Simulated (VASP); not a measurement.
Here is a VASP 6.6.1 calculation.

INCAR

```
PREC = Accurate
ENCUT = 520
EDIFF = 1E-6
ISMEAR = -1
SIGMA = 0.13605693000000002
LREAL = F
LASPH = T
NELM = 80
ALGO = Normal
ISIF = 2
LWAVE = F
LCHARG = F
NBANDS = 13
```

File KPOINTS:

```
regular mesh
0
Gamma
  12 12 12
```

The input POSCAR:

```
Pb
1.0
    0.0000000000      2.4416905779      2.4416905779
    2.4416905779      0.0000000000      2.4416905779
    2.4416905779      2.4416905779      0.0000000000
Pb
1
Direct
    0.0000000000      0.0000000000      0.0000000000
```

Potentials or basis: VASP PAW LDA potentials, release 64 (Pb_d).

Run with:

```sh
$ cat potpaw_LDA.64/Pb_d/POTCAR > POTCAR
$ mpirun -np 1 vasp_std > vasp.out
```

**Question.** What does it give for the pressure?

**Answer.** 0.2 GPa.

**Question.** Estimate the band gap on the k mesh.

**Answer.** Zero (band 7 reaches 15.15 eV, above the bottom of band 8 at 5.84 eV).

Caveat: spin-orbit coupling is left out, which moves the levels of the heavy elements.
